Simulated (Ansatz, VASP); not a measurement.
# One calculation of TiO2, two programs

```
CELL_PARAMETERS angstrom
2.67121 -2.69532 -0.01998
2.67121 2.69532 -0.01998
-2.63529 0.00000 4.81193
ATOMIC_POSITIONS crystal
Ti 0.12501 0.87499 0.25000
Ti 0.87499 0.12501 0.75000
O 0.33225 0.08226 0.66451
O 0.66775 0.91774 0.33549
O 0.91774 0.66775 0.83549
O 0.08226 0.33225 0.16451
```

Change from the starting cell: uniaxial_y strain +0.9%.

Alike in both runs: task single point; functional r2SCAN; k mesh 8 × 8 × 8; no spin polarisation.

|  | VASP | Ansatz |
| --- | --- | --- |
| version | VASP 6.6.1 | Ansatz 0.2.0 |
| potentials or method | VASP PAW PBE potentials, release 64 (Ti_sv, O) | plane waves, PAW |
| plane-wave cutoff (eV) | 520 | 500 |
| occupations | gaussian, width 0.01 eV | fixed |
| valence electrons in the cell | 48 | 48 |

```tsv
	VASP	Ansatz	Ansatz less VASP
gap on the k mesh at the Fermi level (eV)	2.55	2.53	-0.022
pressure (GPa)	-0.8	-2.0	-1.19
traceless stress, the component that is largest in VASP (GPa)	-0.85	-0.91	-0.057
rms of the force components (eV/Å)	0.015	0.002	-0.0132
```

VASP's potentials were made for PBE, not for r2SCAN. Atom by atom the forces differ by 0.013 eV/Å (rms over components).
